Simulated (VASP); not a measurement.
Write the native input for VASP 6.6.1 that does the following.

* Task: single point
* Functional: PBE
* Potentials or basis: VASP PAW PBE potentials, release 64 (Cu, O)
* Cutoff: 520 eV
* k mesh: 12 × 12 × 6
* Occupations: gaussian, width 0.1 eV
* Spin: no spin polarisation
* Dipole correction: no
* Further INCAR settings: ALGO = Normal; EDIFF = 1e-07; NBANDS = 30

The structure of Cu3O2 lies in POSCAR:

```
Cu3O2
1.0
    2.8986099552      0.0000000000      0.0000000000
   -1.4493049776      2.5102698569      0.0000000000
    0.0000000000      0.0000000000      7.0801412441
Cu O
3 2
Direct
    0.0000000000      0.0000000000      0.0000000000
    0.3333333333      0.6666666667      0.6356586993
    0.6666666667      0.3333333333      0.3643413007
    0.3333333333      0.6666666667      0.1741812347
    0.6666666667      0.3333333333      0.8258187653
```

One way to write it, as run:

INCAR

```
SYSTEM = Cu3O2
PREC     = Accurate       ! precision mode
ENCUT    = 520            ! plane-wave cutoff, eV
EDIFF    = 1E-7           ! SCF threshold, eV
ISMEAR   = 0              ! smearing method
SIGMA    = 0.1            ! smearing width, eV
LREAL    = .False.        ! projectors in reciprocal space
LASPH    = .True.         ! aspherical terms in the spheres
NELM     = 80             ! most SCF steps
ALGO     = Normal         ! electronic algorithm
ISIF     = 2              ! what is computed and relaxed
LWAVE    = .False.        ! write WAVECAR
LCHARG   = .False.        ! write CHGCAR
GGA      = PE             ! functional
NBANDS   = 30             ! bands
```

KPOINTS

```
Automatic mesh
0
Gamma
  12 12 6
  0 0 0
```

Potentials or basis: VASP PAW PBE potentials, release 64 (Cu, O).

Command:

```sh
$ cat potpaw_PBE.64/Cu/POTCAR potpaw_PBE.64/O/POTCAR > POTCAR
$ mpirun -np 1 vasp_std > vasp.out
```

Results of the run:

```
Pressure               : 0.3 GPa
Largest force          : 0.031 eV/Å
Band gap on the k mesh : zero (an odd number of electrons rules out a gap without spin polarisation)
```

Caveat: an odd number of electrons without spin polarisation forces a metal; a magnetic or distorted state may lie lower.

Wall time 2.8 min on 1 thread of Intel(R) Xeon(R) Platinum 8259CL CPU @ 2.50GHz (Skylake/Cascade Lake), with other jobs on the host, peak memory 0.26 GiB.
